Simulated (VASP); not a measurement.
# Ga16P16H (a cell with a defect) in VASP: a series of runs

Runs on Ga16P16H (a cell with a defect). Level: PBE. Tasks: single point.

Everything below comes from runs of VASP 6.6.1. Logs are shortened: lines on timing, memory, paths and dates and some standing lists are left out, and cuts for length are marked.

## 1. The cell of the first run

The cell holds a defect, 33 atoms: a = 9.535 Å, b = 9.535 Å, c = 9.535 Å, α = 109.47°, β = 109.47°, γ = 109.47°.

## 2. Single point, PBE (with an interstitial atom, then relaxed in part)

Contents of INCAR:

```
SYSTEM = Ga16P16H
ALGO = Normal ; EDIFF = 1E-6
ENCUT = 520 ; GGA = PE
ISIF = 2 ; ISMEAR = 0
LASPH = .TRUE. ; LCHARG = .FALSE.
LREAL = Auto ; LWAVE = .FALSE.
NBANDS = 166 ; NELECT = 288.0
NELM = 100 ; PREC = Accurate
SIGMA = 0.01
```

Contents of KPOINTS:

```
k-points
0
G
  2 2 2
  0 0 0
```

Contents of POSCAR:

```
Ga16P16H
1.0
    5.5051169748      5.5051169748     -5.5051169748
   -5.5051169748     -5.5051169748     -5.5051169748
   -5.5051169748      5.5051169748      5.5051169748
Ga P H
16 16 1
Direct
    0.2525410467      0.5000000000      0.2525410467
    0.5000000000      0.2500000000      0.2500000000
    0.7500000000      0.0000000000      0.2500000000
    0.7474589533      0.5000000000      0.7474589533
    0.0000000000      0.5000000000      0.4995095606
    0.2500000000      0.2500000000      0.5000000000
    0.5004904394      0.0004904394      0.5004904394
    0.7500000000      0.7500000000      0.5000000000
    1.0000000000      0.7525410467      0.2525410467
    0.4995095606      0.5000000000      0.0000000000
    0.7474589533      0.2474589533      0.0000000000
    0.0000000000      0.2474589533      0.7474589533
    0.2500000000      1.0000000000      0.7500000000
    0.5000000000      0.7500000000      0.7500000000
    0.0000000000     -0.0004904394      0.0000000000
    0.2525410467      0.7525410467      0.0000000000
    0.2452046971      0.5000000000      0.0000000000
    0.4987416936      0.2500061722      0.0000000000
    0.7500061722     -0.0012583064      0.0000000000
    0.7500061722      0.5000000000      0.4987416936
    0.0000000000      0.5000000000      0.2452046971
    0.2499938278      0.2487355214      0.2499938278
    0.5012583064      0.0012583064      0.2512644786
    0.7487355214      0.7499938278      0.2499938278
    0.0000000000      0.7452046971      0.0000000000
    0.4987416936      0.5000000000      0.7500061722
    0.7547953029      0.2547953029      0.7547953029
    0.0000000000      0.2500061722      0.4987416936
    0.2512644786      0.0012583064      0.5012583064
    0.5012583064      0.7512644786      0.5012583064
    0.0000000000     -0.0012583064      0.7500061722
    0.2499938278      0.7499938278      0.7487355214
    0.0000000000      0.5000000000      0.0000000000
```

Potentials or basis: VASP PAW PBE potentials, release 64 (Ga_d, P, H).

On the command line:

```
cat potpaw_PBE.64/Ga_d/POTCAR potpaw_PBE.64/P/POTCAR potpaw_PBE.64/H/POTCAR > POTCAR
mpirun -np 1 vasp_std > vasp.out
```

OUTCAR:

```text
SYSTEM = Ga16P16H
   EDIFF = 1E-6
   ENCUT = 520
   GGA = PE
   ISIF = 2
   ISMEAR = 0
   LASPH = .TRUE.
   LREAL = Auto
   NELECT = 288.0
   NELM = 100
   PREC = Accurate

 ion  position               nearest neighbor table
   1  0.253  0.500  0.253-  22 2.38  30 2.38  17 2.39  21 2.39
   2  0.500  0.250  0.250-  18 2.38  20 2.38  22 2.38  23 2.38
   3  0.750  0.000  0.250-  19 2.38  23 2.38  24 2.38  28 2.38
   4  0.747  0.500  0.747-  20 2.38  26 2.38  25 2.39  27 2.39
   5  0.000  0.500  0.500-  20 2.38  28 2.38  32 2.38  21 2.42
   6  0.250  0.250  0.500-  22 2.38  26 2.38  28 2.38  29 2.38
[... 24 lines left out ...]
  31  0.000  0.999  0.750-  12 2.38   8 2.38  13 2.38  15 2.38
  32  0.250  0.750  0.749-  16 2.38  14 2.38  13 2.38   5 2.38
  33  0.000  0.500  0.000-

  LATTYP: Found a body centered cubic cell.
 ALAT       =    11.0102339496

  Lattice vectors:

 A1 = (   5.5051169748,   5.5051169748,  -5.5051169748)
 A2 = (  -5.5051169748,  -5.5051169748,  -5.5051169748)
 A3 = (  -5.5051169748,   5.5051169748,   5.5051169748)

Analysis of symmetry for initial positions (statically):
=====================================================================
 Subroutine PRICEL returns:
 Original cell was already a primitive cell.

 Routine SETGRP: Setting up the symmetry group for a
 body centered cubic supercell.

 Subroutine GETGRP returns: Found 24 space group operations
 (whereof  6 operations were pure point group operations)
 out of a pool of 48 trial point group operations.

The static configuration has the point symmetry C_3v.
 The point group associated with its full space group is T_d .

Analysis of symmetry for dynamics (positions and initial velocities):
=====================================================================
 Subroutine PRICEL returns:
 Original cell was already a primitive cell.

 Routine SETGRP: Setting up the symmetry group for a
 body centered cubic supercell.

 Subroutine GETGRP returns: Found 24 space group operations
 (whereof  6 operations were pure point group operations)
 out of a pool of 48 trial point group operations.

The dynamic configuration has the point symmetry C_3v.
 The point group associated with its full space group is T_d .

 Subroutine INISYM returns: Found 24 space group operations
 (whereof  6 operations are pure point group operations),
 and found     1 'primitive' translations

----------------------------------------------------------------------------------------

                                     Primitive cell

  volume of cell :     667.3592

  direct lattice vectors                    reciprocal lattice vectors
     5.505116975  5.505116975 -5.505116975     0.000000000  0.090824591 -0.090824591
    -5.505116975 -5.505116975 -5.505116975    -0.090824591  0.000000000 -0.090824591
    -5.505116975  5.505116975  5.505116975    -0.090824591  0.090824591  0.000000000

  length of vectors
     9.535142302  9.535142302  9.535142302     0.128445369  0.128445369  0.128445369

  position of ions in fractional coordinates (direct lattice)
     0.252541047  0.500000000  0.252541047
     0.500000000  0.250000000  0.250000000
     0.750000000  0.000000000  0.250000000
     0.747458953  0.500000000  0.747458953
     0.000000000  0.500000000  0.499509561
     0.250000000  0.250000000  0.500000000
[... 25 lines left out ...]
     0.249993828  0.749993828  0.748735521
     0.000000000  0.500000000  0.000000000

  ion indices of the primitive-cell ions
   primitive index   ion index
                 1           1
                 2           2
                 3           3
                 4           4
                 5           5
                 6           6
[... 25 lines left out ...]
                32          32
                33          33

----------------------------------------------------------------------------------------

 KPOINTS: k-points

Automatic generation of k-mesh.
 Grid dimensions read from file:
 generate k-points for:    2    2    2

 Generating k-lattice:

  Cartesian coordinates                     Fractional coordinates (reciprocal lattice)
     0.000000000  0.045412296 -0.045412296     0.500000000  0.000000000  0.000000000
    -0.045412296  0.000000000 -0.045412296     0.000000000  0.500000000  0.000000000
    -0.045412296  0.045412296  0.000000000     0.000000000  0.000000000  0.500000000

  Length of vectors
     0.064222684  0.064222684  0.064222684

  Shift w.r.t. Gamma in fractional coordinates (k-lattice)
     0.000000000  0.000000000  0.000000000

 Subroutine IBZKPT returns following result:
 ===========================================

 Found      3 irreducible k-points:

 Following reciprocal coordinates:
            Coordinates               Weight
  0.000000  0.000000  0.000000      1.000000
  0.500000  0.000000  0.000000      6.000000
  0.500000  0.500000  0.500000      1.000000
   k-points           NKPTS =      3   k-points in BZ     NKDIM =      3   number of bands    NBANDS=    166
   number of dos      NEDOS =    301   number of ions     NIONS =     33
   total plane-waves  NPLWV = 373248
   dimension x,y,z NGX =    72 NGY =   72 NGZ =   72
   dimension x,y,z NGXF=   144 NGYF=  144 NGZF=  144
   ions per type =              16  16   1
   NGX,Y,Z   is equivalent  to a cutoff of  12.55, 12.55, 12.55 a.u.
   NGXF,Y,Z  is equivalent  to a cutoff of  25.11, 25.11, 25.11 a.u.
 SYSTEM =  Ga16P16H
   PREC   = accura    normal or accurate (medium, high low for compatibility)
   ISTART =      0    job   : 0-new  1-cont  2-samecut
   ICHARG =      2    charge: 1-file 2-atom 10-const
   ISPIN  =      1    spin polarized calculation?
   LNONCOLLINEAR =      F non collinear calculations
   LSORBIT =      F    spin-orbit coupling
   LASPH  =      T    aspherical Exc in radial PAW
   ENCUT  =  520.0 eV  38.22 Ry    6.18 a.u.  17.73 17.73 17.73*2*pi/ulx,y,z
   NELM   =    100;   NELMIN=  2; NELMDL= -5     # of ELM steps
   EDIFF  = 0.1E-05   stopping-criterion for ELM
   LREAL  =      T    real-space projection
   EDIFFG = 0.1E-04   stopping-criterion for IOM
   NSW    =      0    number of steps for IOM
   IBRION =     -1    ionic relax: 0-MD 1-quasi-New 2-CG
   NFREE  =      0    steps in history (QN), initial steepest desc. (CG)
   ISIF   =      2    stress and relaxation
   ISYM   =      2    0-nonsym 1-usesym 2-fastsym
   POTIM  = 0.5000    time-step for ionic-motion
   TEBEG  =    0.0;   TEEND  =   0.0 temperature during run
   PSTRESS=    0.0 pullay stress
   NELECT =     288.0000    total number of electrons
   NUPDOWN=      -1.0000    fix difference up-down
   EMIN   =  10.00;   EMAX   =-10.00  energy-range for DOS
   EFERMI =   0.00;   METHOD = LEGACY
   ISMEAR =     0;   SIGMA  =   0.01  broadening in eV -4-tet -1-fermi 0-gaus
   EFERMI_NEDOS =   21; number of points for ismear=-14 and -15
   IALGO  =     38    algorithm
   IMIX   =      4    mixing-type and parameters
     AMIX     =   0.40;   BMIX     =  1.00
     AMIX_MAG =   1.60;   BMIX_MAG =  1.00
  volume/ion in A,a.u.               =      20.22       136.47
  Fermi-wavevector in a.u.,A,eV,Ry     =   1.237141  2.337857 20.823951  1.530517
  Thomas-Fermi vector in A             =   2.371720
   LORBIT       =      0    0 simple, 1 ext, 2 COOP (PROOUT), +10 PAW based schemes
   GGA     = PE    functional components
   LHFCALC =     F    Hartree Fock is set to
   AEXX    =    0.0000 exact exchange contribution
   IVDW    =     0    specifies the selected vdW correction
   LEPSILON=     F    determine dielectric tensor
   LRPA    =     F    only Hartree local field effects (RPA)
 non-spin polarized calculation
 Gauss-broadening in eV      SIGMA  =   0.01
  energy-cutoff  :      520.00
  volume of cell :      667.36
 maximum number of plane-waves:     18084
 NGX is ok and might be reduce to    72
   NGX = 35   NGY = 35   NGZ = 35

 number of electron     288.0000090 magnetization

 Free energy of the ion-electron system (eV)
  ---------------------------------------------------
  ext. energy  EPLUGINS =         0.00000000
  ---------------------------------------------------
  free energy    TOTEN  =      -151.63408451 eV

  energy without entropy =     -151.63215623  energy(sigma->0) =     -151.63312037

 E-fermi :   4.3501     XC(G=0):  -9.7065

 val. band max:        4.2450697092   @ k =   0.0000   0.0000   0.0000
 cond. band min:       4.3531136719   @ k =   0.0000   0.0000   0.0000
 fundamental gap:      0.1080439627
 Fermi energy:         4.3500698571

 k-point     1 :       0.0000    0.0000    0.0000
  band No.  band energies     occupation
      1     -10.2426      2.00000
      2     -10.2426      2.00000
      3     -10.2426      2.00000
      4     -10.2104      2.00000
      5     -10.2104      2.00000
      6     -10.2104      2.00000
[... 148 lines left out ...]
    155       7.3527      0.00000
    156       7.5141      0.00000

 k-point     2 :       0.5000    0.0000    0.0000
  band No.  band energies     occupation
      1     -10.2331      2.00000
      2     -10.2320      2.00000
      3     -10.2315      2.00000
      4     -10.2213      2.00000
      5     -10.2190      2.00000
      6     -10.2176      2.00000
[... 148 lines left out ...]
    155       7.2586      0.00000
    156       7.2670      0.00000

 k-point     3 :       0.5000    0.5000    0.5000
  band No.  band energies     occupation
      1     -10.2312      2.00000
      2     -10.2312      2.00000
      3     -10.2312      2.00000
      4     -10.2193      2.00000
      5     -10.2193      2.00000
      6     -10.2193      2.00000
[... 148 lines left out ...]
    155       7.7590      0.00000
    156       8.0125      0.00000
 [bands above 156 left out]

------------------------ aborting loop because EDIFF is reached ----------------------------------------

  FORCE on cell =-STRESS in cart. coord.  units (eV):
  Direction    XX          YY          ZZ          XY          YZ          ZX
  --------------------------------------------------------------------------------------
  -------------------------------------------------------------------------------------
  Total       -8.9413674     -8.9413674     -8.9413674     -0.0000000     -0.0000000     -0.0000000
  in kB      -21.4661855    -21.4661855    -21.4661855     -0.0000000     -0.0000000     -0.0000000
  external PRESSURE =     -21.4661855 kB  Pullay stress =       0.0000000 kB

 VOLUME and BASIS-vectors are now :
 -----------------------------------------------------------------------------
  energy-cutoff  :      520.00
  volume of cell :      667.36
      direct lattice vectors                 reciprocal lattice vectors
     5.505116975  5.505116975 -5.505116975     0.000000000  0.090824591 -0.090824591
    -5.505116975 -5.505116975 -5.505116975    -0.090824591  0.000000000 -0.090824591
    -5.505116975  5.505116975  5.505116975    -0.090824591  0.090824591  0.000000000

 POSITION                                       TOTAL-FORCE (eV/Angst)
 -----------------------------------------------------------------------------------
     -2.75256      0.02798     -2.75256        -0.000000     -0.007220      0.000000
      0.00000      2.75256     -2.75256        -0.000000     -0.000000      0.000000
      2.75256      5.50512     -2.75256        -0.000000     -0.000000      0.000000
     -2.75256      5.47714     -2.75256        -0.000000      0.007220      0.000000
     -5.50242     -0.00270     -0.00270        -0.005546      0.005546      0.005546
     -2.75256      2.75256      0.00000        -0.000000     -0.000000      0.000000
[... 25 lines left out ...]
     -6.87444      1.36932     -1.38317         0.005438     -0.005438      0.001552
     -2.75256     -2.75256     -2.75256        -0.000000     -0.000000      0.000000
 -----------------------------------------------------------------------------------
    total drift:                               -0.000051      0.000051     -0.000053

  FREE ENERGIE OF THE ION-ELECTRON SYSTEM (eV)
  ---------------------------------------------------
  free  energy   TOTEN  =      -151.6340845106 eV

  energy  without entropy=     -151.6321562317  energy(sigma->0) =     -151.63312037
```

Wall time 8.4 min (1 thread of Intel Xeon 6975P-C (Granite Rapids), shared host); peak memory 0.85 GiB.

What came out:

| Item | Value |
| --- | --- |
| Free energy | -151.6341 eV |
| Largest force | 0.010 eV/Å |

Forces on the atoms (eV/Å):
```
Ga   0.000 -0.007  0.000
Ga   0.000  0.000  0.000
Ga   0.000  0.000  0.000
Ga   0.000  0.007  0.000
Ga  -0.006  0.006  0.006
Ga   0.000  0.000  0.000
Ga   0.006 -0.006  0.006
Ga   0.000  0.000  0.000
Ga   0.007  0.000  0.000
Ga   0.006  0.006 -0.006
Ga   0.000  0.000 -0.007
Ga  -0.007  0.000  0.000
Ga   0.000  0.000  0.000
Ga   0.000  0.000  0.000
Ga  -0.006 -0.006 -0.006
Ga   0.000  0.000  0.007
P   -0.002 -0.002  0.002
P   -0.005 -0.005 -0.002
P    0.005  0.005 -0.002
P    0.005  0.002 -0.005
P    0.002 -0.002 -0.002
P    0.005 -0.002  0.005
P   -0.005  0.005  0.002
P    0.002 -0.005  0.005
P    0.002  0.002  0.002
P   -0.005  0.002  0.005
P   -0.002  0.002 -0.002
P   -0.002 -0.005 -0.005
P    0.002  0.005 -0.005
P   -0.005 -0.002 -0.005
P   -0.002  0.005  0.005
P    0.005 -0.005  0.002
H    0.000  0.000  0.000
```

Caveat: the k points lie up to 0.40 Å⁻¹ apart; the cell carries a net charge on a neutralising background, which shifts energy and pressure; the cell differs from its parent crystal (with an interstitial atom, then relaxed in part); the cell is charged against a uniform background, so pressure and absolute levels hang on convention.

(Part 1 of 2 ends here.)
